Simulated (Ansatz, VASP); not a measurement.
**Ru: VASP beside Ansatz**

```xyz
1
Lattice="-1.5158 1.5158 1.5158 1.5158 -1.5158 1.5158 1.5158 1.5158 -1.5158" Properties=species:S:1:pos:R:3 pbc="T T T"
Ru    0.0000    0.0000    0.0000
```

Alike in both runs: functional r2SCAN; k mesh 20 × 20 × 20; occupations gaussian, width 0.1 eV; no spin polarisation.

Ansatz relaxed the structure, and its values are those at the end. VASP's run is a single point on that final structure, the one shown.

```csv
,VASP,Ansatz
version,VASP 6.6.1,Ansatz 0.2.0
potentials or method,"VASP PAW PBE potentials, release 64 (Ru_sv), cutoff 660 eV","scalar-relativistic, plane waves, PAW"
valence electrons in the cell,16,16
```

|  | VASP | Ansatz | Ansatz less VASP |
| --- | --- | --- | --- |
| gap on the k mesh at the Fermi level (eV) | none | none | - |
| pressure (GPa) | 0.1 | 0.0 | -0.11 |

VASP's potentials were made for PBE, not for r2SCAN. A gap of «none» marks a metal or a gap that the smearing closes. With one functional, cell and mesh, what is left measures potentials, basis and numerics.
